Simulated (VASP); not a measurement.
Write the native input for VASP 6.6.1 that does the following.

| Quantity | Value |
| --- | --- |
| Task | single point |
| Functional | r2SCAN |
| Potentials or basis | VASP PAW PBE potentials, release 64 (W_sv) |
| Cutoff | 520 eV |
| k mesh | 14 × 14 × 14 |
| Occupations | gaussian, width 0.15 eV |
| Spin | no spin polarisation |
| Dipole correction | no |
| Further INCAR settings | ALGO = Normal; EDIFF = 1e-07; NBANDS = 13 |

Crystal: W.

```
W
1.0
    -1.59730    1.59730    1.53341
     1.59730   -1.59730    1.53341
     1.59730    1.59730   -1.53341
W
1
Direct
  0.00000 0.00000 0.00000
```

This cell differs from its parent crystal: strain +0.000 along x and y, -0.040 along z.

These files were run (other wordings do the same):

POSCAR

```
W
1.0
   -1.5973000000      1.5973000000      1.5334080000
    1.5973000000     -1.5973000000      1.5334080000
    1.5973000000      1.5973000000     -1.5334080000
W
1
Direct
    0.0000000000      0.0000000000      0.0000000000
```

INCAR.step1

```
PREC = Accurate
ENCUT = 520
ISMEAR = 0
SIGMA = 0.15
LREAL = F
LASPH = T
NELM = 100
NBANDS = 13
GGA = PE
ALGO = Normal
EDIFF = 1E-4
LWAVE = T
LCHARG = F
```

INCAR.step2

```
PREC = Accurate
ENCUT = 520
EDIFF = 1E-7
ISMEAR = 0
SIGMA = 0.15
LREAL = F
LASPH = T
NELM = 100
ALGO = Normal
ISIF = 2
LWAVE = F
LCHARG = F
METAGGA = R2SCAN
LMIXTAU = T
NBANDS = 13
ISTART = 1
```

KPOINTS

```
Automatic mesh
0
Gamma
  14 14 14
```

Potentials or basis: VASP PAW PBE potentials, release 64 (W_sv).

The run is started by

```sh
$ cat potpaw_PBE.64/W_sv/POTCAR > POTCAR
$ cp INCAR.step1 INCAR
$ mpirun -np 1 vasp_std > vasp.out
$ cp INCAR.step2 INCAR
$ mpirun -np 1 vasp_std > vasp.out
```

Results of the run:

```
Pressure               : 7.1 GPa
Band gap on the k mesh : zero (band 7 reaches 16.86 eV, above the bottom of band 8 at 10.26 eV)
```

Caveat: the cell differs from its parent crystal (strain +0.000 along x and y, -0.040 along z); the PAW data sets were made with another functional, which shifts forces and pressure a little; spin-orbit coupling is left out, which moves the levels of the heavy elements.

Run time: 2.5 min on 1 thread of Intel(R) Xeon(R) Platinum 8259CL CPU @ 2.50GHz (Skylake/Cascade Lake) (shared host), peak memory 0.16 GiB.
